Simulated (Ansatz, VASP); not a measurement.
# One calculation of Ti, two programs

```
Ti
1.0
     0.00000    2.10556    2.00053
     2.00053    0.00000    2.00053
     2.00053    2.10556    0.00000
Ti
1
Direct
  0.00000 0.00000 0.00000
```

Change from the starting cell: normal strain along x +0.0000, normal strain along y +0.0525.

Alike in both runs: task single point; functional LDA; k mesh 20 × 20 × 20; occupations gaussian, width 0.15 eV; no spin polarisation.

```csv
,VASP,Ansatz
version,VASP 6.6.1,Ansatz 0.2.0
potentials or method,"VASP PAW LDA potentials, release 64 (Ti_sv), cutoff 520 eV","scalar-relativistic, plane waves, PAW"
valence electrons in the cell,12,12
```

```csv
,VASP,Ansatz,Ansatz less VASP
gap on the k mesh at the Fermi level (eV),none,none,-
pressure (GPa),-5.7,-5.7,+0.08
"traceless stress, the component that is largest in VASP (GPa)",-1.05,-1.04,+0.006
```

Ansatz warns that its potentials were made for another functional, while VASP's fit it. LDA's correlation is that of Perdew and Zunger in VASP and of Perdew and Wang (1992) in Ansatz. A gap of «none» marks a metal or a gap that the smearing closes.
